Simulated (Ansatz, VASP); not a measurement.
One calculation of Pd, two programs

Contents of INCAR:

```
SYSTEM = Pd
  PREC = Accurate
  ENCUT = 520
  EDIFF = 1E-6
  ISMEAR = -1
  SIGMA = 0.05
  LREAL = .FALSE.
  LASPH = .TRUE.
  NELM = 150
  ALGO = Normal
  ISIF = 2
  LWAVE = .FALSE.
  LCHARG = .FALSE.
  ISPIN = 2
  MAGMOM = 0.5
  LORBIT = 11
  LMAXMIX = 4
  GGA = RP
  NBANDS = 15
```

File KPOINTS:

```
regular mesh
0
G
  19 19 19
  0 0 0
```

File POSCAR:

```
Pd
1.0
    2.6434871807      0.0000000000      0.0000000000
    0.0000000000      2.6434871807      0.0000000000
    0.0000000000      0.0000000000      2.6434871807
Pd
1
Direct
    0.0000000000      0.0000000000      0.0000000000
```

Input for Ansatz:

```yaml
crystal:
  lattice:
    - [2.6434871807, 0.0, 0.0]
    - [0.0, 2.6434871807, 0.0]
    - [0.0, 0.0, 2.6434871807]
  atoms:
    - { symbol: Pd, position: [0.0, 0.0, 0.0], spin: 0.5 }
hamiltonian:
  xc: rpbe
  pseudopotentials:
    kind: paw
    azcp:
      Pd: "pseudopotentials/Pd.paw.azcp"
basis:
  ecutwfc: 420
  fft_grid_basis: typed
kpoints:
  mp_grid: { grid: [19, 19, 19], shift: [0, 0, 0] }
magnetization:
  spin_polarized: true
scf:
  occupations: { method: fermi_dirac, width: 0.05 }
```

Alike in both runs: task single point; functional RPBE; k mesh 19 × 19 × 19; occupations fermi-dirac, width 0.05 eV; collinear spin.

```csv
,VASP,Ansatz
version,VASP 6.6.1,Ansatz 0.2.0
potentials or method,"VASP PAW PBE potentials, release 64 (Pd), cutoff 520 eV","plane waves (420 eV) with PAW, scalar-relativistic"
valence electrons in the cell,10,18
```

|  | VASP | Ansatz | Ansatz less VASP |
| --- | --- | --- | --- |
| net moment per atom (μB) | 0.00 | 0.00 | -0.001 |

VASP's potentials were made for PBE, not for RPBE. VASP's potentials hold 10 valence electrons a cell and Ansatz's 18, so a difference there can come from the potentials and not from the codes. Ansatz's warnings: seeded moment not kept.
